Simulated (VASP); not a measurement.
Here is a VASP 6.6.1 calculation.

Contents of INCAR:

```
SYSTEM = ErC
PREC = Accurate
ENCUT = 520
EDIFF = 1E-6
ISMEAR = 0
SIGMA = 0.05
LREAL = .FALSE.
LASPH = .TRUE.
NELM = 150
ALGO = Normal
ISIF = 2
LWAVE = .FALSE.
LCHARG = .TRUE.
ISPIN = 2
MAGMOM = 3 0
LORBIT = 11
LMAXMIX = 6
GGA = PE
LELF = .TRUE.
LVHAR = .TRUE.
NBANDS = 24
```

File KPOINTS:

```
Automatic mesh
0
G
  12 12 12
  0 0 0
```

Contents of POSCAR:

```
ErC
1.0
    2.9643356751      0.0000000000      0.0000000000
    0.0000000000      2.9643356751      0.0000000000
    0.0000000000      0.0000000000      2.9643356751
Er C
1 1
Direct
    0.0000000000      0.0000000000      0.0000000000
    0.5000000000      0.5000000000      0.5000000000
```

Potentials or basis: VASP PAW PBE potentials, release 64 (Er, C).

Run with:

```bash
$ cat potpaw_PBE.64/Er/POTCAR potpaw_PBE.64/C/POTCAR > POTCAR
$ mpirun -np 1 vasp_std > vasp.out
```

(1) Estimate the net moment.

(2) What does it give for the pressure?

## Answers

(1) 2.75 μB per cell.

(2) 12.4 GPa.

Caveat: the magnetic or orbital state may not be the lowest.
